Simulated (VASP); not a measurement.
Set up this calculation in VASP 6.6.1, as the native input.

* Task: single point
* Functional: LDA
* Potentials or basis: VASP PAW LDA potentials, release 64 (Al, N)
* Cutoff: 520 eV
* k mesh: 8 × 8 × 6
* Occupations: gaussian, width 0.05 eV
* Spin: no spin polarisation
* Dipole correction: no
* Further INCAR settings: ALGO = Normal; EDIFF = 1e-06; NBANDS = 16

The structure of AlN lies in POSCAR:

```
AlN
1.0
    0.0000000000     -2.0055201245     -2.0055201245
    0.0000000000      2.0055201245     -2.0055201245
    4.0110402489      0.0000000000      0.0000000000
Al N
2 2
Direct
    0.5000000000      0.5000000000      0.0000000000
    0.0000000000      0.0000000000      0.5000000000
    0.5000000000      0.5000000000      0.5000000000
    0.0000000000      1.0000000000      0.0000000000
```

One way to write it, as run:

INCAR

```
ALGO = Normal
EDIFF = 1E-6
ENCUT = 520
ISIF = 2
ISMEAR = 0
LASPH = True
LCHARG = True
LELF = True
LREAL = False
LVHAR = True
LWAVE = False
NBANDS = 16
NELM = 80
PREC = Accurate
SIGMA = 0.05
```

KPOINTS

```
k-points
0
Gamma
  8 8 6
```

Potentials or basis: VASP PAW LDA potentials, release 64 (Al, N).

The run is started by

```bash
$ cat potpaw_LDA.64/Al/POTCAR potpaw_LDA.64/N/POTCAR > POTCAR
$ mpirun -np 1 vasp_std > vasp.out
```

Results of the run:

- Pressure: 0.6 GPa
- Band gap on the k mesh: 4.69 eV

Run time: 12 s on 1 thread of Intel(R) Xeon(R) Platinum 8488C (Sapphire Rapids), on a shared host, peak memory 0.14 GiB.
